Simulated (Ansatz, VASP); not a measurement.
## Two plane-wave programs on TiO2

INCAR

```
SYSTEM = TiO2
PREC = Accurate
ENCUT = 520
EDIFF = 1E-6
ISMEAR = 0
SIGMA = 0.05
LREAL = .False.
LASPH = .True.
NELM = 60
ALGO = Normal
ISIF = 2
LWAVE = .False.
LCHARG = .False.
GGA = PS
NBANDS = 33
```

Contents of KPOINTS:

```
Automatic mesh
0
Gamma
  6 6 10
  0 0 0
```

Contents of POSCAR:

```
TiO2
1.0
    4.5912476203      0.0172171786      0.0000000000
    0.0172171786      4.5912476203      0.0000000000
    0.0000000000      0.0000000000      2.9389940195
Ti O
2 4
Direct
    0.0000000000      0.0000000000      0.0000000000
    0.5000000000      0.5000000000      0.5000000000
    0.3044387440      0.3044387440      0.0000000000
    0.1955612560      0.8044387440      0.5000000000
    0.6955612560      0.6955612560      0.0000000000
    0.8044387440      0.1955612560      0.5000000000
```

Input for Ansatz:

```yaml
crystal:
  lattice:
    - [4.5912476203, 0.0172171786, 0.0]
    - [0.0172171786, 4.5912476203, 0.0]
    - [0.0, 0.0, 2.9389940195]
  atoms:
    - { symbol: Ti, position: [0.0, 0.0, 0.0] }
    - { symbol: Ti, position: [0.5, 0.5, 0.5] }
    - { symbol: O, position: [0.304438744, 0.304438744, 0.0] }
    - { symbol: O, position: [0.195561256, 0.804438744, 0.5] }
    - { symbol: O, position: [0.695561256, 0.695561256, 0.0] }
    - { symbol: O, position: [0.804438744, 0.195561256, 0.5] }
basis:
  ecutwfc: 420
kpoints:
  mp_grid: { grid: [6, 6, 10] }
hamiltonian:
  xc: pbesol
scf:
  occupations: { method: gaussian, width: 0.05 }
output:
  forces: true
  stress: true
  eigenvalues: true
```

Change from the starting cell: strain +0.0075 x Voigt [0, 0, 0, 0, 0, 1], atoms carried along.

Alike in both runs: task single point; functional PBEsol; k mesh 6 × 6 × 10; occupations gaussian, width 0.05 eV; no spin polarisation.

```csv
,VASP,Ansatz
version,VASP 6.6.1,Ansatz 0.2.0
potentials or method,"VASP PAW PBE potentials, release 64 (Ti_sv, O), cutoff 520 eV","scalar-relativistic, plane waves, PAW"
valence electrons in the cell,48,48
```

|  | VASP | Ansatz | Ansatz less VASP |
| --- | --- | --- | --- |
| gap on the k mesh at the Fermi level (eV) | 1.84 | 1.87 | +0.028 |
| least direct gap on the mesh (eV) | 1.84 | 1.87 | +0.028 |
| pressure (GPa) | 0.7 | 0.0 | -0.64 |
| traceless stress, the component that is largest in VASP (GPa) | -1.74 | -1.72 | +0.012 |
| rms of the force components (eV/Å) | 0.013 | 0.006 | -0.0068 |

VASP's potentials were made for PBE, not for PBEsol. Atom by atom the forces differ by 0.012 eV/Å (rms over components).
